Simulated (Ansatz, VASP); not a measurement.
TiO2 in VASP and in Ansatz

The input INCAR:

```
SYSTEM = TiO2
ALGO = Normal ; EDIFF = 1E-6
ENCUT = 520 ; GGA = PE
ISIF = 2 ; ISMEAR = -1
LASPH = .True. ; LCHARG = .False.
LREAL = .False. ; LWAVE = .False.
NBANDS = 33 ; NELM = 100
PREC = Accurate ; SIGMA = 0.05
```

File KPOINTS:

```
k-points
0
Gamma
  6 6 9
  0 0 0
```

Contents of POSCAR:

```
TiO2
1.0
    4.5998373239      0.0000000000      0.0000000000
    0.0000000000      4.5998373239      0.0000000000
    0.0000000000      0.0000000000      2.9592135600
Ti O
2 4
Direct
   -0.0071520000      0.0075740000      0.4974220000
    0.4918730000      0.5106150000     -0.0034650000
    0.3065360000      0.3035420000      0.4963890000
    0.1892690000      0.8078500000      0.0048570000
    0.7955150000      0.1941590000      0.0070300000
    0.6990960000      0.7056660000      0.5098970000
```

File input.yaml:

```yaml
crystal:
  lattice:
    - [4.5998373239, 0.0, 0.0]
    - [0.0, 4.5998373239, 0.0]
    - [0.0, 0.0, 2.95921356]
  atoms:
    - { symbol: Ti, position: [-0.007152, 0.007574, 0.497422] }
    - { symbol: Ti, position: [0.491873, 0.510615, -0.003465] }
    - { symbol: O, position: [0.306536, 0.303542, 0.496389] }
    - { symbol: O, position: [0.189269, 0.80785, 0.004857] }
    - { symbol: O, position: [0.795515, 0.194159, 0.00703] }
    - { symbol: O, position: [0.699096, 0.705666, 0.509897] }
kpoints:
  mp_grid: { grid: [6, 6, 9] }
scf:
  occupations: { method: fermi_dirac, width: 0.05 }
hamiltonian:
  xc: pbe
  pseudopotentials: { kind: all_electron, lapw: { basis_error: 0.001 } }
output:
  forces: true
  stress: true
  eigenvalues: true
  populations: true
```

Change from the starting cell: atoms moved at random, drawn with an rms of 0.05 Å.

Alike in both runs: task single point; functional PBE; k mesh 6 × 6 × 9; occupations fermi-dirac, width 0.05 eV; no spin polarisation.

```csv
,VASP,Ansatz
version,VASP 6.6.1,Ansatz 0.2.0
potentials or method,"VASP PAW PBE potentials, release 64 (Ti_sv, O), cutoff 520 eV","all-electron LAPW, scalar-relativistic"
```

|  | VASP | Ansatz | Ansatz less VASP |
| --- | --- | --- | --- |
| gap on the k mesh at the Fermi level (eV) | 1.77 | 1.79 | +0.019 |
| least direct gap on the mesh (eV) | 1.80 | 1.82 | +0.019 |
| pressure (GPa) | 4.8 | 4.1 | -0.68 |
| traceless stress, the component that is largest in VASP (GPa) | -0.59 | -0.56 | +0.033 |
| rms of the force components (eV/Å) | 0.274 | 0.275 | +0.0011 |

Atom by atom the forces differ by 0.013 eV/Å (rms over components). Ansatz ran all-electron here, and VASP with PAW potentials.
